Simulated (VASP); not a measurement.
# Ti2W3 (Fmmm) in VASP: notebook

Runs on Ti2W3. Level: PBE. Tasks: single point.

All numbers are computed with VASP 6.6.1; they aren't measurements. Logs are shortened: lines on timing, memory, paths and dates and some standing lists are left out, and cuts for length are marked.

## Step 1: The cell of the first run

Symmetry: Fmmm, No. 69, orthorhombic system. Conventional cell: a = 3.182 Å, b = 4.499 Å, c = 22.497 Å, α = 90.00°, β = 90.00°, γ = 90.00°. Ti (site symmetry mm2) has 4 W at 2.76 to 3.18 Å and 10 Ti at 2.76 to 3.18 Å within 3.6 Å. W (site symmetry mmm) has 14 W at 2.76 to 3.18 Å within 3.6 Å. W (site symmetry mm2) has 10 W at 2.76 to 3.18 Å and 4 Ti at 2.76 to 3.18 Å within 3.6 Å.

## Step 2: Single point, PBE

File INCAR:

```
SYSTEM = Ti2W3
PREC     = Accurate       ! precision mode
ENCUT    = 520            ! plane-wave cutoff, eV
EDIFF    = 1E-6           ! SCF threshold, eV
ISMEAR   = 0              ! smearing method
SIGMA    = 0.1            ! smearing width, eV
LREAL    = .FALSE.        ! projectors in reciprocal space
LASPH    = .TRUE.         ! aspherical terms in the spheres
NELM     = 60             ! most SCF steps
ALGO     = Fast           ! electronic algorithm
ISIF     = 2              ! what is computed and relaxed
LWAVE    = .FALSE.        ! write WAVECAR
LCHARG   = .FALSE.        ! write CHGCAR
GGA      = PE             ! functional
NBANDS   = 41             ! bands
```

File KPOINTS:

```
regular mesh
0
G
  6 6 6
  0 0 0
```

File POSCAR:

```
Ti2W3
1.0
    0.0000000000      2.2497385900     11.2486929400
    1.5908054100      0.0000000000     11.2486929400
    1.5908054100      2.2497385900      0.0000000000
Ti W
2 3
Direct
    0.2000000000      0.2000000000      0.8000000000
    0.8000000000      0.8000000000      0.2000000000
    0.0000000000      0.0000000000      0.0000000000
    0.6000000000      0.6000000000      0.4000000000
    0.4000000000      0.4000000000      0.6000000000
```

Potentials or basis: VASP PAW PBE potentials, release 64 (Ti_sv, W_sv).

Launch:

```
$ cat potpaw_PBE.64/Ti_sv/POTCAR potpaw_PBE.64/W_sv/POTCAR > POTCAR
$ mpirun -np 1 vasp_std > vasp.out
```

OUTCAR:

```text
SYSTEM = Ti2W3
   PREC = Accurate
   ENCUT = 520
   EDIFF = 1E-6
   ISMEAR = 0
   LREAL = .FALSE.
   LASPH = .TRUE.
   NELM = 60
   ISIF = 2
   GGA = PE

 ion  position               nearest neighbor table
   1  0.200  0.200  0.800-   2 2.76   2 2.76   4 2.76   4 2.76   4 3.18   4 3.18
   2  0.800  0.800  0.200-   1 2.76   1 2.76   5 2.76   5 2.76   5 3.18   5 3.18
   3  0.000  0.000  0.000-   4 2.76   4 2.76   5 2.76   5 2.76   5 3.18   4 3.18   4 3.18   5 3.18

   4  0.600  0.600  0.400-   1 2.76   1 2.76   3 2.76   3 2.76   3 3.18   1 3.18   1 3.18   3 3.18

   5  0.400  0.400  0.600-   3 2.76   3 2.76   2 2.76   2 2.76   2 3.18   3 3.18   3 3.18   2 3.18

  LATTYP: Found a face centered orthorhombic cell.
 ALAT       =     3.1816108200
 B/A-ratio  =     1.4142135649
 C/A-ratio  =     7.0710678184

  Lattice vectors:

 A1 = (   0.0000000000,   2.2497385900,  11.2486929400)
 A2 = (   1.5908054100,   0.0000000000,  11.2486929400)
 A3 = (   1.5908054100,   2.2497385900,   0.0000000000)

Analysis of symmetry for initial positions (statically):
=====================================================================
 Subroutine PRICEL returns:
 Original cell was already a primitive cell.

 Routine SETGRP: Setting up the symmetry group for a
 face centered orthorhombic supercell.

 Subroutine GETGRP returns: Found  8 space group operations
 (whereof  8 operations were pure point group operations)
 out of a pool of  8 trial point group operations.

The static configuration has the point symmetry D_2h.

Analysis of symmetry for dynamics (positions and initial velocities):
=====================================================================
 Subroutine PRICEL returns:
 Original cell was already a primitive cell.

 Routine SETGRP: Setting up the symmetry group for a
 face centered orthorhombic supercell.

 Subroutine GETGRP returns: Found  8 space group operations
 (whereof  8 operations were pure point group operations)
 out of a pool of  8 trial point group operations.

The dynamic configuration has the point symmetry D_2h.

 Subroutine INISYM returns: Found  8 space group operations
 (whereof  8 operations are pure point group operations),
 and found     1 'primitive' translations

----------------------------------------------------------------------------------------

                                     Primitive cell

  volume of cell :      80.5158

  direct lattice vectors                    reciprocal lattice vectors
     0.000000000  2.249738590 11.248692940    -0.314306198  0.222248043  0.044449609
     1.590805410  0.000000000 11.248692940     0.314306198 -0.222248043  0.044449609
     1.590805410  2.249738590  0.000000000     0.314306198  0.222248043 -0.044449609

  length of vectors
    11.471460961 11.360622990  2.755355798     0.387502705  0.387502705  0.387502705

  position of ions in fractional coordinates (direct lattice)
     0.200000000  0.200000000  0.800000000
     0.800000000  0.800000000  0.200000000
     0.000000000  0.000000000  0.000000000
     0.600000000  0.600000000  0.400000000
     0.400000000  0.400000000  0.600000000

  ion indices of the primitive-cell ions
   primitive index   ion index
                 1           1
                 2           2
                 3           3
                 4           4
                 5           5

----------------------------------------------------------------------------------------

 KPOINTS: regular mesh

Automatic generation of k-mesh.
 Grid dimensions read from file:
 generate k-points for:    6    6    6

 Generating k-lattice:

  Cartesian coordinates                     Fractional coordinates (reciprocal lattice)
    -0.052384366  0.037041341  0.007408268     0.166666667  0.000000000  0.000000000
     0.052384366 -0.037041341  0.007408268     0.000000000  0.166666667 -0.000000000
     0.052384366  0.037041341 -0.007408268     0.000000000 -0.000000000  0.166666667

  Length of vectors
     0.064583784  0.064583784  0.064583784

  Shift w.r.t. Gamma in fractional coordinates (k-lattice)
     0.000000000  0.000000000  0.000000000

 Subroutine IBZKPT returns following result:
 ===========================================

 Found     46 irreducible k-points:

 Following reciprocal coordinates:
            Coordinates               Weight
  0.000000  0.000000  0.000000      1.000000
  0.166667  0.000000 -0.000000      8.000000
  0.333333  0.000000 -0.000000      8.000000
  0.500000  0.000000 -0.000000      4.000000
  0.166667  0.166667  0.000000      2.000000
  0.333333  0.166667  0.000000      8.000000
[... 16 lines left out ...]
 -0.166667  0.166667  0.166667      8.000000
  0.500000  0.333333  0.166667      4.000000
 [... further k-points ...]
   k-points           NKPTS =     46   k-points in BZ     NKDIM =     46   number of bands    NBANDS=     41
   number of dos      NEDOS =    301   number of ions     NIONS =      5
   total plane-waves  NPLWV = 151200
   dimension x,y,z NGX =    90 NGY =   84 NGZ =   20
   dimension x,y,z NGXF=   180 NGYF=  168 NGZF=   40
   ions per type =               2   3
   NGX,Y,Z   is equivalent  to a cutoff of  13.04, 12.29, 12.07 a.u.
   NGXF,Y,Z  is equivalent  to a cutoff of  26.09, 24.58, 24.13 a.u.
 SYSTEM =  Ti2W3
   PREC   = accura    normal or accurate (medium, high low for compatibility)
   ISTART =      0    job   : 0-new  1-cont  2-samecut
   ICHARG =      2    charge: 1-file 2-atom 10-const
   ISPIN  =      1    spin polarized calculation?
   LNONCOLLINEAR =      F non collinear calculations
   LSORBIT =      F    spin-orbit coupling
   LASPH  =      T    aspherical Exc in radial PAW
   ENCUT  =  520.0 eV  38.22 Ry    6.18 a.u.  21.33 21.12  5.12*2*pi/ulx,y,z
   NELM   =     60;   NELMIN=  2; NELMDL= -5     # of ELM steps
   EDIFF  = 0.1E-05   stopping-criterion for ELM
   LREAL  =      F    real-space projection
   EDIFFG = 0.1E-04   stopping-criterion for IOM
   NSW    =      0    number of steps for IOM
   IBRION =     -1    ionic relax: 0-MD 1-quasi-New 2-CG
   NFREE  =      0    steps in history (QN), initial steepest desc. (CG)
   ISIF   =      2    stress and relaxation
   ISYM   =      2    0-nonsym 1-usesym 2-fastsym
   POTIM  = 0.5000    time-step for ionic-motion
   TEBEG  =    0.0;   TEEND  =   0.0 temperature during run
   PSTRESS=    0.0 pullay stress
   NELECT =      66.0000    total number of electrons
   NUPDOWN=      -1.0000    fix difference up-down
   EMIN   =  10.00;   EMAX   =-10.00  energy-range for DOS
   EFERMI =   0.00;   METHOD = LEGACY
   ISMEAR =     0;   SIGMA  =   0.10  broadening in eV -4-tet -1-fermi 0-gaus
   EFERMI_NEDOS =   21; number of points for ismear=-14 and -15
   IALGO  =     68    algorithm
   IMIX   =      4    mixing-type and parameters
     AMIX     =   0.40;   BMIX     =  1.00
     AMIX_MAG =   1.60;   BMIX_MAG =  1.00
  volume/ion in A,a.u.               =      16.10       108.67
  Fermi-wavevector in a.u.,A,eV,Ry     =   1.532130  2.895307 31.938640  2.347424
  Thomas-Fermi vector in A             =   2.639379
   LORBIT       =      0    0 simple, 1 ext, 2 COOP (PROOUT), +10 PAW based schemes
   GGA     = PE    functional components
   LHFCALC =     F    Hartree Fock is set to
   AEXX    =    0.0000 exact exchange contribution
   IVDW    =     0    specifies the selected vdW correction
   LEPSILON=     F    determine dielectric tensor
   LRPA    =     F    only Hartree local field effects (RPA)
 non-spin polarized calculation
 RMM-DIIS sequential band-by-band and
 Gauss-broadening in eV      SIGMA  =   0.10
  energy-cutoff  :      520.00
  volume of cell :       80.52
 maximum number of plane-waves:      2196
 NGX is ok and might be reduce to    90
   NGX = 43   NGY = 41   NGZ = 11

 number of electron      66.0000014 magnetization

 Free energy of the ion-electron system (eV)
  ---------------------------------------------------
  ext. energy  EPLUGINS =         0.00000000
  ---------------------------------------------------
  free energy    TOTEN  =       -54.46749365 eV

  energy without entropy =      -54.43135974  energy(sigma->0) =      -54.44942670

 E-fermi :   9.9313     XC(G=0): -12.8828

 val. band max:        9.9296267648   @ k =   0.1667   0.0000  -0.0000
 cond. band min:       9.9412600961   @ k =   0.3333   0.3333   0.0000
 fundamental gap:      0.0116333313
 Fermi energy:         9.9313206195

 k-point     1 :       0.0000    0.0000    0.0000
  band No.  band energies     occupation
      1     -63.8550      2.00000
      2     -63.6139      2.00000
      3     -63.6056      2.00000
      4     -46.4098      2.00000
      5     -46.3213      2.00000
      6     -28.4429      2.00000
[... 33 lines left out ...]
     40      12.1900      0.00000
     41      12.7548      0.00000

 k-point     2 :       0.1667    0.0000   -0.0000
  band No.  band energies     occupation
      1     -63.8374      2.00000
      2     -63.5982      2.00000
      3     -63.5919      2.00000
      4     -46.3819      2.00000
      5     -46.3051      2.00000
      6     -28.3831      2.00000
[... 33 lines left out ...]
     40      12.3132      0.00000
     41      12.4118      0.00000

 k-point     3 :       0.3333    0.0000   -0.0000
  band No.  band energies     occupation
      1     -63.8020      2.00000
      2     -63.5668      2.00000
      3     -63.5646      2.00000
      4     -46.3214      2.00000
      5     -46.2767      2.00000
      6     -28.3975      2.00000
[... 33 lines left out ...]
     40      12.9000      0.00000
     41      13.2346      0.00000

 k-point     4 :       0.5000    0.0000   -0.0000
  band No.  band energies     occupation
      1     -63.7841      2.00000
      2     -63.5510      2.00000
      3     -63.5510      2.00000
      4     -46.2767      2.00000
      5     -46.2767      2.00000
      6     -28.5934      2.00000
[... 825 lines left out ...]
     40      12.9891      0.00000
     41      13.4574      0.00000

 k-point    23 :      -0.1667    0.1667    0.1667
  band No.  band energies     occupation
      1     -63.7842      2.00000
      2     -63.5510      2.00000
      3     -63.5509      2.00000
      4     -46.2830      2.00000
      5     -46.2706      2.00000
      6     -28.4111      2.00000
[... 33 lines left out ...]
     40      13.3158      0.00000
     41      13.4582      0.00000

 k-point    24 :       0.5000    0.3333    0.1667
  band No.  band energies     occupation
      1     -63.8269      2.00000
      2     -63.5867      2.00000
      3     -63.5793      2.00000
      4     -46.3694      2.00000
      5     -46.2876      2.00000
      6     -28.3705      2.00000
[... 33 lines left out ...]
     40      11.4986      0.00000
     41      11.8613      0.00000

 [... further k-points ...]

------------------------ aborting loop because EDIFF is reached ----------------------------------------

  FORCE on cell =-STRESS in cart. coord.  units (eV):
  Direction    XX          YY          ZZ          XY          YZ          ZX
  --------------------------------------------------------------------------------------
  -------------------------------------------------------------------------------------
  Total        1.9799482      1.2124005      1.1145056      0.0000000      0.0000000      0.0000000
  in kB       39.3988221     24.1254556     22.1774519      0.0000000      0.0000000      0.0000000
  external PRESSURE =      28.5672432 kB  Pullay stress =       0.0000000 kB

 VOLUME and BASIS-vectors are now :
 -----------------------------------------------------------------------------
  energy-cutoff  :      520.00
  volume of cell :       80.52
      direct lattice vectors                 reciprocal lattice vectors
     0.000000000  2.249738590 11.248692940    -0.314306198  0.222248043  0.044449609
     1.590805410  0.000000000 11.248692940     0.314306198 -0.222248043  0.044449609
     1.590805410  2.249738590  0.000000000     0.314306198  0.222248043 -0.044449609

 POSITION                                       TOTAL-FORCE (eV/Angst)
 -----------------------------------------------------------------------------------
      1.59081      2.24974      4.49948         0.000000      0.000000     -0.561977
      1.59081      2.24974     17.99791         0.000000      0.000000      0.561977
      0.00000      0.00000      0.00000         0.000000      0.000000      0.000000
      1.59081      2.24974     13.49843         0.000000      0.000000     -0.165522
      1.59081      2.24974      8.99895         0.000000      0.000000      0.165522
 -----------------------------------------------------------------------------------
    total drift:                                0.000000     -0.000000      0.000000

  FREE ENERGIE OF THE ION-ELECTRON SYSTEM (eV)
  ---------------------------------------------------
  free  energy   TOTEN  =       -54.4674936513 eV

  energy  without entropy=      -54.4313597425  energy(sigma->0) =      -54.44942670
```

Run time: 8.7 min. Hardware: 1 thread of Intel Xeon 6975P-C (Granite Rapids), shared host; peak memory 0.45 GiB.

What came out:

```
Free energy            : -54.4675 eV
Pressure               : 2.9 GPa
Largest force          : 0.562 eV/Å
Band gap on the k mesh : zero (bands 33 and 34 overlap by 2.09 eV)
```

Forces on the atoms (eV/Å):
```
Ti   0.000  0.000 -0.562
Ti   0.000  0.000  0.562
W    0.000  0.000  0.000
W    0.000  0.000 -0.166
W    0.000  0.000  0.166
```

Levels at points of the mesh, in eV from the Fermi level:
```tsv
k point	band 30	band 31	band 32	band 33	band 34	band 35	band 36	band 37
(0.00, 0.00, 0.00)	-0.52	-0.20	0.02	0.25	0.59	0.76	0.78	1.53
(0.50, 0.00, 0.00)	-0.93	-0.32	-0.32	0.42	0.53	1.29	2.39	2.57
(0.50, 0.50, 0.00)	-0.89	-0.12	-0.02	0.06	0.76	0.78	0.94	1.30
(0.50, 0.00, 0.50)	-1.23	-0.53	0.23	1.18	1.20	1.29	2.88	3.46
(0.00, 0.50, 0.50)	-0.95	0.06	0.30	1.55	1.59	1.62	1.64	2.21
```

Caveat: the k points lie up to 0.41 Å⁻¹ apart, too coarse for converged energies and pressures of a metal; spin-orbit coupling is left out, which moves the levels of the heavy elements.

## Step 3: Single point, PBE

This run uses another cell than the first one, of 16.46 Å³/atom.

File INCAR:

```
PREC = Accurate ; ENCUT = 520
EDIFF = 1E-6 ; ISMEAR = 0
SIGMA = 0.1 ; LREAL = False
LASPH = True ; NELM = 80
ALGO = Fast ; ISIF = 2
LWAVE = False ; LCHARG = True
GGA = PE ; LELF = True
LVHAR = True ; NBANDS = 41
```

File KPOINTS:

```
regular mesh
0
Gamma
  6 6 6
```

File POSCAR:

```
Ti2W3
1.0
    0.0000000000      2.2667226927     11.3801052269
    1.5957090708      0.0000000000     11.3801052269
    1.5957090708      2.2667226927      0.0000000000
Ti W
2 3
Direct
    0.1948307905      0.1948307905      0.8051692095
    0.8051692095      0.8051692095      0.1948307905
    0.0000000000      0.0000000000      0.0000000000
    0.5979200499      0.5979200499      0.4020799501
    0.4020799501      0.4020799501      0.5979200499
```

Potentials or basis: VASP PAW PBE potentials, release 64 (Ti_sv, W_sv).

Launch:

```
$ cat potpaw_PBE.64/Ti_sv/POTCAR potpaw_PBE.64/W_sv/POTCAR > POTCAR
$ mpirun -np 1 vasp_std > vasp.out
```

Wall time 12 min (1 thread of Intel Xeon 6975P-C (Granite Rapids), shared host); peak memory 0.48 GiB.

The run converged. Its results:

```
Free energy            : -54.5535 eV
Pressure               : 0.3 GPa
Largest force          : 0.016 eV/Å
Band gap on the k mesh : zero (bands 33 and 34 overlap by 1.70 eV)
```

Forces in eV/Å, atoms in the order of the input:
```
Ti   0.000  0.000  0.016
Ti   0.000  0.000 -0.016
W    0.000  0.000  0.000
W    0.000  0.000  0.015
W    0.000  0.000 -0.015
```

Stress tensor (GPa, compression positive):
```
0.32 0.00 0.00
0.00 0.32 0.00
0.00 0.00 0.16
```

Levels at points of the mesh, in eV from the Fermi level:
| k point | band 29 | band 30 | band 31 | band 32 | band 33 | band 34 | band 35 | band 36 | band 37 | band 38 |
| --- | --- | --- | --- | --- | --- | --- | --- | --- | --- | --- |
| (0.00, 0.00, 0.00) | -0.86 | -0.38 | -0.34 | -0.08 | 0.15 | 0.45 | 0.60 | 0.77 | 1.27 | 1.96 |
| (0.50, 0.00, 0.00) | -1.19 | -1.00 | -0.43 | -0.33 | 0.36 | 0.50 | 1.22 | 2.33 | 2.51 | 2.59 |
| (0.50, 0.50, 0.00) | -1.01 | -0.81 | -0.29 | 0.16 | 0.20 | 0.38 | 0.57 | 0.91 | 1.23 | 2.21 |
| (0.50, 0.00, 0.50) | -1.44 | -1.04 | -0.66 | 0.44 | 1.13 | 1.20 | 1.34 | 2.71 | 3.15 | 3.23 |
| (0.00, 0.50, 0.50) | -1.96 | -0.94 | 0.14 | 0.17 | 1.34 | 1.61 | 1.69 | 1.83 | 2.15 | 2.36 |

Caveat: the k points lie up to 0.40 Å⁻¹ apart, too coarse for converged energies and pressures of a metal; spin-orbit coupling is left out, which moves the levels of the heavy elements.
